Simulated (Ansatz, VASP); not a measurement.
## Cu: VASP beside Ansatz

The input INCAR:

```
SYSTEM = Cu
PREC     = Accurate       ! precision mode
ENCUT    = 520            ! plane-wave cutoff, eV
EDIFF    = 1E-6           ! SCF threshold, eV
ISMEAR   = 0              ! smearing method
SIGMA    = 0.15           ! smearing width, eV
LREAL    = .FALSE.        ! projectors in reciprocal space
LASPH    = .TRUE.         ! aspherical terms in the spheres
NELM     = 60             ! most SCF steps
ALGO     = Fast           ! electronic algorithm
ISIF     = 2              ! what is computed and relaxed
LWAVE    = .FALSE.        ! write WAVECAR
LCHARG   = .FALSE.        ! write CHGCAR
GGA      = PS             ! functional
NBANDS   = 42             ! bands
```

Contents of KPOINTS:

```
regular mesh
0
G
  24 24 2
  0 0 0
```

File POSCAR:

```
Cu
1.0
    2.4947012523      0.0000000000      0.0000000000
   -1.2473506261      2.1604746593      0.0000000000
    0.0000000000      0.0000000000     26.5350155769
Cu
6
Direct
    0.0000000000      0.0000000000      0.3738265934
    0.6666666667      0.3333333333      0.2899969346
    0.3333333333      0.6666666667      0.4579262698
    0.0000000000      0.0000000000      0.6261734066
    0.6666666667      0.3333333333      0.5420737302
    0.3333333333      0.6666666667      0.7100030654
```

Input for Ansatz:

```yaml
crystal:
  lattice:
    - [2.4947012523, 0.0, 0.0]
    - [-1.2473506261, 2.1604746593, 0.0]
    - [0.0, 0.0, 26.5350155769]
  atoms:
    - { symbol: Cu, position: [0.0, 0.0, 0.3738265934] }
    - { symbol: Cu, position: [0.6666666667, 0.3333333333, 0.2899969346] }
    - { symbol: Cu, position: [0.3333333333, 0.6666666667, 0.4579262698] }
    - { symbol: Cu, position: [0.0, 0.0, 0.6261734066] }
    - { symbol: Cu, position: [0.6666666667, 0.3333333333, 0.5420737302] }
    - { symbol: Cu, position: [0.3333333333, 0.6666666667, 0.7100030654] }
basis:
  ecutwfc: 420
kpoints:
  mp_grid: { grid: [24, 24, 2] }
hamiltonian:
  xc: pbesol
scf:
  occupations: { method: gaussian, width: 0.15 }
output:
  forces: true
  stress: true
  eigenvalues: true
```

Change from the starting cell: strain +0.000 along x and y, +0.080 along z, atoms carried along.

Alike in both runs: task single point; functional PBEsol; k mesh 24 × 24 × 2; occupations gaussian, width 0.15 eV; no spin polarisation.

|  | VASP | Ansatz |
| --- | --- | --- |
| version | VASP 6.6.1 | Ansatz 0.2.0 |
| potentials or method | VASP PAW PBE potentials, release 64 (Cu), cutoff 520 eV | scalar-relativistic, plane waves, PAW |
| valence electrons in the cell | 66 | 114 |

```csv
,VASP,Ansatz,Ansatz less VASP
gap on the k mesh at the Fermi level (eV),none,none,-
rms of the force components (eV/Å),0.175,0.182,+0.0072
```

VASP's potentials were made for PBE, not for PBEsol. Atom by atom the forces differ by 0.007 eV/Å (rms over components). A gap of «none» marks a metal or a gap that the smearing closes. With one functional, cell and mesh, what is left measures potentials, basis and numerics. VASP's potentials hold 66 valence electrons a cell and Ansatz's 114, so a difference there can come from the potentials and not from the codes.
